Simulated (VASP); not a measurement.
# MnO2 (P4_2/mnm) in VASP: further runs

Runs on MnO2. Level: PBE+U. Tasks: single point.

All numbers are computed with VASP 6.6.1; they aren't measurements. Logs are shortened: lines on timing, memory, paths and dates and some standing lists are left out, and cuts for length are marked.

### 1 The cell of the first run

The structure is tetragonal, space group P4_2/mnm (No. 136). The conventional cell has a = 4.277 Å, b = 4.277 Å, c = 3.014 Å, α = 90.00°, β = 90.00°, γ = 90.00°. Mn (site symmetry mmm) has 6 O at 1.86 to 1.91 Å within 2.5 Å. Within 2.5 Å of O (site symmetry m2m) lie 3 Mn at 1.86 to 1.91 Å and 1 O at 2.34 Å.

### 2 Single point, PBE+U, collinear spin, ferromagnetic start (biaxial strain in the a-b plane: -4.0 %)

File INCAR:

```
SYSTEM = MnO2
PREC = Accurate
ENCUT = 520
EDIFF = 1E-6
ISMEAR = 0
SIGMA = 0.1
LREAL = .False.
LASPH = .True.
NELM = 150
ALGO = Normal
ISIF = 2
LWAVE = .False.
LCHARG = .True.
ISPIN = 2
MAGMOM = 3.05 3.05 0 0 0 0
LORBIT = 11
LMAXMIX = 4
LDAU = .True.
LDAUTYPE = 2
LDAUL = 2 -1
LDAUU = 3.9 0
LDAUJ = 0 0
LDAUPRINT = 1
GGA = PE
LELF = .True.
LVHAR = .True.
NBANDS = 38
```

File KPOINTS:

```
Automatic mesh
0
Gamma
  8 8 12
  0 0 0
```

File POSCAR:

```
MnO2
1.0
    4.2774979847      0.0000000000      0.0000000000
    0.0000000000      4.2774979847      0.0000000000
    0.0000000000      0.0000000000      3.0140012043
Mn O
2 4
Direct
    0.0000000000      0.0000000000      0.0000000000
    0.5000000000      0.5000000000      0.5000000000
    0.3067212380      0.3067212380      0.0000000000
    0.1932787620      0.8067212380      0.5000000000
    0.6932787620      0.6932787620      0.0000000000
    0.8067212380      0.1932787620      0.5000000000
```

Potentials or basis: VASP PAW PBE potentials, release 64 (Mn_pv, O).

Command:

```sh
$ cat potpaw_PBE.64/Mn_pv/POTCAR potpaw_PBE.64/O/POTCAR > POTCAR
$ mpirun -np 1 vasp_std > vasp.out
```

OUTCAR:

```text
SYSTEM = MnO2
   PREC = Accurate
   ENCUT = 520
   EDIFF = 1E-6
   ISMEAR = 0
   LREAL = .False.
   LASPH = .True.
   NELM = 150
   ISIF = 2
   ISPIN = 2
   LORBIT = 11
   GGA = PE

 ion  position               nearest neighbor table
   1  0.000  0.000  0.000-   3 1.86   5 1.86   4 1.91   6 1.91   4 1.91   6 1.91
   2  0.500  0.500  0.500-   4 1.86   6 1.86   5 1.91   3 1.91   3 1.91   5 1.91
   3  0.307  0.307  0.000-   1 1.86   2 1.91   2 1.91
   4  0.193  0.807  0.500-   2 1.86   1 1.91   1 1.91
   5  0.693  0.693  0.000-   1 1.86   2 1.91   2 1.91
   6  0.807  0.193  0.500-   2 1.86   1 1.91   1 1.91

  LATTYP: Found a simple tetragonal cell.
 ALAT       =     4.2774979847
 C/A-ratio  =     0.7046177965

  Lattice vectors:

 A1 = (   4.2774979847,   0.0000000000,   0.0000000000)
 A2 = (   0.0000000000,   4.2774979847,   0.0000000000)
 A3 = (   0.0000000000,   0.0000000000,   3.0140012043)

Analysis of symmetry for initial positions (statically):
=====================================================================
 Subroutine PRICEL returns:
 Original cell was already a primitive cell.

 Routine SETGRP: Setting up the symmetry group for a
 simple tetragonal supercell.

 Subroutine GETGRP returns: Found 16 space group operations
 (whereof  8 operations were pure point group operations)
 out of a pool of 16 trial point group operations.

The static configuration has the point symmetry D_2h.
 The point group associated with its full space group is D_4h.

Analysis of symmetry for dynamics (positions and initial velocities):
=====================================================================
 Subroutine PRICEL returns:
 Original cell was already a primitive cell.

 Routine SETGRP: Setting up the symmetry group for a
 simple tetragonal supercell.

 Subroutine GETGRP returns: Found 16 space group operations
 (whereof  8 operations were pure point group operations)
 out of a pool of 16 trial point group operations.

The dynamic configuration has the point symmetry D_2h.
 The point group associated with its full space group is D_4h.

Analysis of structural, dynamic, and magnetic symmetry:
=====================================================================
 Subroutine PRICEL returns:
 Original cell was already a primitive cell.

 Routine SETGRP: Setting up the symmetry group for a
 simple tetragonal supercell.

 Subroutine GETGRP returns: Found 16 space group operations
 (whereof  8 operations were pure point group operations)
 out of a pool of 16 trial point group operations.

The overall configuration has the point symmetry D_2h.
 The point group associated with its full space group is D_4h.

 Subroutine INISYM returns: Found 16 space group operations
 (whereof  8 operations are pure point group operations),
 and found     1 'primitive' translations

----------------------------------------------------------------------------------------

                                     Primitive cell

  volume of cell :      55.1471

  direct lattice vectors                    reciprocal lattice vectors
     4.277497985  0.000000000  0.000000000     0.233781525  0.000000000  0.000000000
     0.000000000  4.277497985  0.000000000     0.000000000  0.233781525  0.000000000
     0.000000000  0.000000000  3.014001204     0.000000000  0.000000000  0.331784871

  length of vectors
     4.277497985  4.277497985  3.014001204     0.233781525  0.233781525  0.331784871

  position of ions in fractional coordinates (direct lattice)
     0.000000000  0.000000000  0.000000000
     0.500000000  0.500000000  0.500000000
     0.306721238  0.306721238  0.000000000
     0.193278762  0.806721238  0.500000000
     0.693278762  0.693278762  0.000000000
     0.806721238  0.193278762  0.500000000

  ion indices of the primitive-cell ions
   primitive index   ion index
                 1           1
                 2           2
                 3           3
                 4           4
                 5           5
                 6           6

----------------------------------------------------------------------------------------

 KPOINTS: Automatic mesh

Automatic generation of k-mesh.
[... 99 lines left out ...]
   LEPSILON=     F    determine dielectric tensor
   LRPA    =     F    only Hartree local field effects (RPA)
 spin polarized calculation
 Gauss-broadening in eV      SIGMA  =   0.10
  energy-cutoff  :      520.00
  volume of cell :       55.15
 maximum number of plane-waves:      1512
 NGX is ok and might be reduce to    32
   NGX = 15   NGY = 15   NGZ = 11

atom =   1  type =  1  l = 2

 onsite density matrix

spin component  1

  0.6614  0.0000  0.1969  0.0000 -0.0000
  0.0000  0.7380  0.0000  0.2263  0.0000
  0.1969  0.0000  0.8214  0.0000 -0.0000
  0.0000  0.2263  0.0000  0.7380  0.0000
 -0.0000  0.0000 -0.0000  0.0000  0.9727

spin component  2

  0.2387  0.0000 -0.1307  0.0000 -0.0000
  0.0000  0.2094  0.0000 -0.1083  0.0000
 -0.1307  0.0000  0.1481  0.0000 -0.0000
  0.0000 -0.1083  0.0000  0.2094  0.0000
 -0.0000  0.0000 -0.0000  0.0000  0.1191

 occupancies and eigenvectors

  o =  0.0551  v =  0.0000  0.0000  0.0000  0.0000  0.0000 -0.5799 -0.0000 -0.8147  0.0000 -0.0000      0.0000  0.0000  0.0000  0.0000  0.0000  0.0000  0.0000  0.0000  0.0000  0.0000
  o =  0.1010  v =  0.0000  0.0000  0.0000  0.0000  0.0000  0.0000 -0.7071  0.0000 -0.7071  0.0000      0.0000  0.0000  0.0000  0.0000  0.0000  0.0000  0.0000  0.0000  0.0000  0.0000
  o =  0.1191  v =  0.0000  0.0000  0.0000  0.0000  0.0000 -0.0000  0.0000 -0.0000  0.0000  1.0000      0.0000  0.0000  0.0000  0.0000  0.0000  0.0000  0.0000  0.0000  0.0000  0.0000
  o =  0.3177  v =  0.0000  0.0000  0.0000  0.0000  0.0000  0.0000  0.7071  0.0000 -0.7071 -0.0000      0.0000  0.0000  0.0000  0.0000  0.0000  0.0000  0.0000  0.0000  0.0000  0.0000
  o =  0.3317  v =  0.0000  0.0000  0.0000  0.0000  0.0000 -0.8147 -0.0000  0.5799  0.0000 -0.0000      0.0000  0.0000  0.0000  0.0000  0.0000  0.0000  0.0000  0.0000  0.0000  0.0000
  o =  0.5117  v =  0.0000 -0.7071 -0.0000  0.7071 -0.0000  0.0000  0.0000  0.0000  0.0000  0.0000      0.0000  0.0000  0.0000  0.0000  0.0000  0.0000  0.0000  0.0000  0.0000  0.0000
  o =  0.5289  v =  0.8296  0.0000 -0.5584 -0.0000 -0.0000  0.0000  0.0000  0.0000  0.0000  0.0000      0.0000  0.0000  0.0000  0.0000  0.0000  0.0000  0.0000  0.0000  0.0000  0.0000
  o =  0.9539  v = -0.5584 -0.0000 -0.8296 -0.0000 -0.0000  0.0000  0.0000  0.0000  0.0000  0.0000      0.0000  0.0000  0.0000  0.0000  0.0000  0.0000  0.0000  0.0000  0.0000  0.0000
  o =  0.9643  v =  0.0000 -0.7071  0.0000 -0.7071  0.0000  0.0000  0.0000  0.0000  0.0000  0.0000      0.0000  0.0000  0.0000  0.0000  0.0000  0.0000  0.0000  0.0000  0.0000  0.0000
  o =  0.9727  v = -0.0000  0.0000 -0.0000  0.0000  1.0000  0.0000  0.0000  0.0000  0.0000  0.0000      0.0000  0.0000  0.0000  0.0000  0.0000  0.0000  0.0000  0.0000  0.0000  0.0000

atom =   2  type =  1  l = 2

 onsite density matrix

spin component  1

  0.6614  0.0000 -0.1969  0.0000  0.0000
  0.0000  0.7380  0.0000 -0.2263  0.0000
 -0.1969  0.0000  0.8214  0.0000  0.0000
  0.0000 -0.2263  0.0000  0.7380  0.0000
  0.0000  0.0000  0.0000  0.0000  0.9727

spin component  2

  0.2387  0.0000  0.1307  0.0000 -0.0000
  0.0000  0.2094  0.0000  0.1083  0.0000
  0.1307  0.0000  0.1481  0.0000  0.0000
  0.0000  0.1083  0.0000  0.2094  0.0000
 -0.0000  0.0000  0.0000  0.0000  0.1191

 occupancies and eigenvectors

  o =  0.0551  v =  0.0000  0.0000  0.0000  0.0000  0.0000 -0.5799 -0.0000  0.8147  0.0000 -0.0000      0.0000  0.0000  0.0000  0.0000  0.0000  0.0000  0.0000  0.0000  0.0000  0.0000
  o =  0.1010  v =  0.0000  0.0000  0.0000  0.0000  0.0000  0.0000  0.7071  0.0000 -0.7071 -0.0000      0.0000  0.0000  0.0000  0.0000  0.0000  0.0000  0.0000  0.0000  0.0000  0.0000
  o =  0.1191  v =  0.0000  0.0000  0.0000  0.0000  0.0000 -0.0000  0.0000  0.0000  0.0000  1.0000      0.0000  0.0000  0.0000  0.0000  0.0000  0.0000  0.0000  0.0000  0.0000  0.0000
  o =  0.3177  v =  0.0000  0.0000  0.0000  0.0000  0.0000  0.0000 -0.7071  0.0000 -0.7071  0.0000      0.0000  0.0000  0.0000  0.0000  0.0000  0.0000  0.0000  0.0000  0.0000  0.0000
  o =  0.3317  v =  0.0000  0.0000  0.0000  0.0000  0.0000 -0.8147 -0.0000 -0.5799  0.0000 -0.0000      0.0000  0.0000  0.0000  0.0000  0.0000  0.0000  0.0000  0.0000  0.0000  0.0000
  o =  0.5117  v =  0.0000 -0.7071  0.0000 -0.7071 -0.0000  0.0000  0.0000  0.0000  0.0000  0.0000      0.0000  0.0000  0.0000  0.0000  0.0000  0.0000  0.0000  0.0000  0.0000  0.0000
  o =  0.5289  v = -0.8296  0.0000 -0.5584  0.0000  0.0000  0.0000  0.0000  0.0000  0.0000  0.0000      0.0000  0.0000  0.0000  0.0000  0.0000  0.0000  0.0000  0.0000  0.0000  0.0000
  o =  0.9539  v = -0.5584  0.0000  0.8296  0.0000 -0.0000  0.0000  0.0000  0.0000  0.0000  0.0000      0.0000  0.0000  0.0000  0.0000  0.0000  0.0000  0.0000  0.0000  0.0000  0.0000
  o =  0.9643  v =  0.0000 -0.7071  0.0000  0.7071 -0.0000  0.0000  0.0000  0.0000  0.0000  0.0000      0.0000  0.0000  0.0000  0.0000  0.0000  0.0000  0.0000  0.0000  0.0000  0.0000
  o =  0.9727  v =  0.0000  0.0000 -0.0000  0.0000 -1.0000  0.0000  0.0000  0.0000  0.0000  0.0000      0.0000  0.0000  0.0000  0.0000  0.0000  0.0000  0.0000  0.0000  0.0000  0.0000

 number of electron      50.0000083 magnetization       6.0289414

 Free energy of the ion-electron system (eV)
  ---------------------------------------------------
  ext. energy  EPLUGINS =         0.00000000
  ---------------------------------------------------
  free energy    TOTEN  =       -42.11835037 eV

  energy without entropy =      -42.11646882  energy(sigma->0) =      -42.11740960

 E-fermi :   5.1886     XC(G=0): -12.0802

 val. band max:        5.1690035548   @ k =   0.1250   0.1250   0.0000
 cond. band min:       5.1978059611   @ k =   0.3750   0.1250   0.5000
 fundamental gap:      0.0288024063
 Fermi energy:         5.1886202530

 spin component 1

 k-point     1 :       0.0000    0.0000    0.0000
  band No.  band energies     occupation
      1     -45.6973      1.00000
      2     -45.6872      1.00000
      3     -45.6495      1.00000
      4     -45.6495      1.00000
      5     -45.5664      1.00000
      6     -45.5664      1.00000
[... 1913 lines left out ...]
     36      18.7988      0.00000
     37      21.7055      0.00000

 [... further k-points ...]

 [bands above 37 left out]

------------------------ aborting loop because EDIFF is reached ----------------------------------------

  FORCE on cell =-STRESS in cart. coord.  units (eV):
  Direction    XX          YY          ZZ          XY          YZ          ZX
  --------------------------------------------------------------------------------------
  -------------------------------------------------------------------------------------
  Total        6.2864022      6.2864022      0.3493184      0.0000000      0.0000000      0.0000000
  in kB      182.6373927    182.6373927     10.1486668      0.0000000      0.0000000      0.0000000
  external PRESSURE =     125.1411508 kB  Pullay stress =       0.0000000 kB

 VOLUME and BASIS-vectors are now :
 -----------------------------------------------------------------------------
  energy-cutoff  :      520.00
  volume of cell :       55.15
      direct lattice vectors                 reciprocal lattice vectors
     4.277497985  0.000000000  0.000000000     0.233781525  0.000000000  0.000000000
     0.000000000  4.277497985  0.000000000     0.000000000  0.233781525  0.000000000
     0.000000000  0.000000000  3.014001204     0.000000000  0.000000000  0.331784871

 POSITION                                       TOTAL-FORCE (eV/Angst)
 -----------------------------------------------------------------------------------
      0.00000      0.00000      0.00000        -0.000000      0.000000      0.000000
      2.13875      2.13875      1.50700        -0.000000      0.000000      0.000000
      1.31200      1.31200      0.00000         0.118536      0.118536     -0.000000
      0.82675      3.45075      1.50700        -0.118536      0.118536     -0.000000
      2.96550      2.96550      0.00000        -0.118536     -0.118536      0.000000
      3.45075      0.82675      1.50700         0.118536     -0.118536      0.000000
 -----------------------------------------------------------------------------------
    total drift:                               -0.000000      0.000000     -0.000000

  FREE ENERGIE OF THE ION-ELECTRON SYSTEM (eV)
  ---------------------------------------------------
  free  energy   TOTEN  =       -42.1183503698 eV

  energy  without entropy=      -42.1164688242  energy(sigma->0) =      -42.11740960

 total charge

# of ion       s       p       d       tot
------------------------------------------
    1        0.358   6.472   4.824  11.654
    2        0.358   6.472   4.824  11.654
    3        1.570   3.484   0.000   5.054
    4        1.570   3.484   0.000   5.054
    5        1.570   3.484   0.000   5.054
    6        1.570   3.484   0.000   5.054
--------------------------------------------------
tot          6.995  26.881   9.647  43.524

 magnetization (x)

# of ion       s       p       d       tot
------------------------------------------
    1        0.021   0.032   3.004   3.057
    2        0.021   0.032   3.004   3.057
    3       -0.002  -0.050   0.000  -0.052
    4       -0.002  -0.050   0.000  -0.052
    5       -0.002  -0.050   0.000  -0.052
    6       -0.002  -0.050   0.000  -0.052
--------------------------------------------------
tot          0.033  -0.136   6.009   5.905
```

Wall time 6.7 min (1 thread of Intel Xeon 8259CL, shared host); peak memory 0.4 GiB.

Results:

```yaml
Free_energy: -42.1184 eV
Pressure: 12.5 GPa
Largest_force: 0.168 eV/Å
Band_gap_on_the_k_mesh: zero (filled and empty bands overlap)
Net_moment: 6.03 μB per cell
Site_moments: Mn +3.06; O -0.05 μB
Valence_electrons_inside_the_program's_atomic_spheres: Mn 11.65; O 5.05
```

Forces in eV/Å, atoms in the order of the input:
```
Mn   0.000  0.000  0.000
Mn   0.000  0.000  0.000
O    0.119  0.119  0.000
O   -0.119  0.119  0.000
O   -0.119 -0.119  0.000
O    0.119 -0.119  0.000
```

Eigenvalues of the final occupation matrices:
| site | spin | trace | eigenvalues |
| --- | --- | --- | --- |
| site 1 d | 1 | 3.93 | 0.51 0.53 0.95 0.96 0.97 |
| site 1 d | 2 | 0.92 | 0.06 0.10 0.12 0.32 0.33 |
| site 2 d | 1 | 3.93 | 0.51 0.53 0.95 0.96 0.97 |
| site 2 d | 2 | 0.92 | 0.06 0.10 0.12 0.32 0.33 |

Caveat: the cell differs from its parent crystal (biaxial strain in the a-b plane: -4.0 %); the stress differs along the axes, from 1 to 18 GPa; the run started ferromagnetic, and an antiferromagnetic order may lie lower in energy. The state reached can hang on the start; a lower one may exist.

### 3 Single point, PBE+U, collinear spin, ferromagnetic start

This run uses another cell than the first one, of 9.74 Å³/atom.

File INCAR:

```
SYSTEM = MnO2
PREC     = Accurate       ! precision mode
ENCUT    = 600            ! plane-wave cutoff, eV
EDIFF    = 1E-6           ! SCF threshold, eV
ISMEAR   = 0              ! smearing method
SIGMA    = 0.1            ! smearing width, eV
LREAL    = .FALSE.        ! projectors in reciprocal space
LASPH    = .TRUE.         ! aspherical terms in the spheres
NELM     = 200            ! most SCF steps
ALGO     = Normal         ! electronic algorithm
ISIF     = 2              ! what is computed and relaxed
LWAVE    = .FALSE.        ! write WAVECAR
LCHARG   = .FALSE.        ! write CHGCAR
ISPIN    = 2              ! spin polarisation
MAGMOM   = 3.06 3.06 0 0 0 0 ! initial moments
LORBIT   = 11             ! projections on sites
LMAXMIX  = 4              ! l up to which the mixer works
LDAU     = .TRUE.         ! DFT+U
LDAUTYPE = 2            
LDAUL    = 2 -1           ! shell
LDAUU    = 3.9 0          ! U, eV
LDAUJ    = 0 0          
LDAUPRINT= 1            
GGA      = PE             ! functional
NBANDS   = 40             ! bands
GGA_COMPAT= .FALSE.
```

File KPOINTS:

```
Automatic mesh
0
G
  8 8 12
  0 0 0
```

File POSCAR:

```
MnO2
1.0
    4.4557270376      0.0000000000      0.0000000000
    0.0000000000      4.4557270376      0.0000000000
    0.0000000000      0.0000000000      2.9433605289
Mn O
2 4
Direct
    0.0000000000      0.0000000000      0.0000000000
    0.5000000000      0.5000000000      0.5000000000
    0.3060903849      0.3060903849      0.0000000000
    0.1939096151      0.8060903849      0.5000000000
    0.6939096151      0.6939096151      0.0000000000
    0.8060903849      0.1939096151      0.5000000000
```

Potentials or basis: VASP PAW PBE potentials, release 64 (Mn_sv, O).

Command:

```sh
$ cat potpaw_PBE.64/Mn_sv/POTCAR potpaw_PBE.64/O/POTCAR > POTCAR
$ mpirun -np 1 vasp_std > vasp.out
```

Wall time 13 min (1 thread of Intel Xeon Platinum 8259CL at 2.50GHz (Skylake/Cascade Lake), shared host); peak memory 0.5 GiB.

The run converged. Its results:

```
Free energy                                           : -42.7887 eV
Pressure                                              : -3.7 GPa
Largest force                                         : 0.024 eV/Å
Band gap on the k mesh                                : zero (filled and empty bands overlap)
Net moment                                            : 6.03 μB per cell
Site moments                                          : Mn +2.98; O -0.04 μB
Valence electrons inside the program's atomic spheres : Mn 12.64; O 5.03
```

Forces in eV/Å, atoms in the order of the input:
```
Mn   0.000  0.000  0.000
Mn   0.000  0.000  0.000
O    0.017  0.017  0.000
O   -0.017  0.017  0.000
O   -0.017 -0.017  0.000
O    0.017 -0.017  0.000
```

Stress tensor (GPa, compression positive):
```
-3.06  0.00  0.00
 0.00 -3.06  0.00
 0.00  0.00 -5.08
```

Levels at points of the mesh, in eV from the Fermi level:
Spin up:
| k point | band 28 | band 29 | band 30 | band 31 | band 32 | band 33 |
| --- | --- | --- | --- | --- | --- | --- |
| (0.00, 0.00, 0.00) | -0.59 | -0.59 | -0.39 | -0.08 | 2.72 | 2.72 |
| (0.50, 0.00, 0.00) | -1.59 | -0.83 | -0.83 | 2.18 | 2.18 | 2.56 |
| (0.50, 0.50, 0.00) | -1.48 | -0.28 | -0.28 | 1.20 | 1.20 | 2.68 |
| (0.00, 0.00, 0.50) | -1.35 | -0.50 | -0.50 | 1.22 | 1.22 | 1.63 |
| (0.50, 0.00, 0.50) | -1.26 | -0.49 | -0.49 | 0.07 | 0.07 | 3.20 |
| (0.50, 0.50, 0.50) | -0.80 | -0.62 | -0.62 | 1.65 | 1.65 | 1.90 |
Spin down:
| k point | band 20 | band 21 | band 22 | band 23 | band 24 | band 25 | band 26 | band 27 | band 28 | band 29 |
| --- | --- | --- | --- | --- | --- | --- | --- | --- | --- | --- |
| (0.00, 0.00, 0.00) | -3.11 | -1.37 | -0.56 | -0.56 | 0.11 | 1.71 | 1.88 | 2.07 | 2.07 | 2.23 |
| (0.50, 0.00, 0.00) | -3.20 | -2.42 | -2.42 | -0.75 | -0.75 | 2.29 | 2.29 | 2.62 | 2.62 | 3.17 |
| (0.50, 0.50, 0.00) | -2.22 | -2.00 | -2.00 | -1.52 | -1.52 | 1.67 | 1.67 | 2.08 | 2.08 | 3.44 |
| (0.00, 0.00, 0.50) | -3.44 | -2.37 | -2.37 | -1.81 | -1.81 | 2.62 | 2.62 | 2.77 | 2.77 | 3.37 |
| (0.50, 0.00, 0.50) | -3.40 | -2.22 | -2.22 | -1.09 | -1.09 | 1.82 | 1.82 | 2.58 | 2.58 | 2.96 |
| (0.50, 0.50, 0.50) | -3.41 | -1.20 | -1.20 | -0.99 | -0.99 | 2.45 | 2.45 | 2.74 | 2.74 | 2.93 |

Eigenvalues of the final occupation matrices:
| site | spin | trace | eigenvalues |
| --- | --- | --- | --- |
| site 1 d | 1 | 3.66 | 0.43 0.44 0.92 0.93 0.94 |
| site 1 d | 2 | 0.71 | 0.05 0.08 0.09 0.23 0.25 |
| site 2 d | 1 | 3.66 | 0.43 0.44 0.92 0.93 0.94 |
| site 2 d | 2 | 0.71 | 0.05 0.08 0.09 0.23 0.25 |

Caveat: the cell stands under tension; the run started ferromagnetic, and an antiferromagnetic order may lie lower in energy. The state reached can hang on the start; a lower one may exist.

(Continued in part 2 of 2.)

The gap in the log of VASP goes by the Fermi energy; the results here count the filled bands.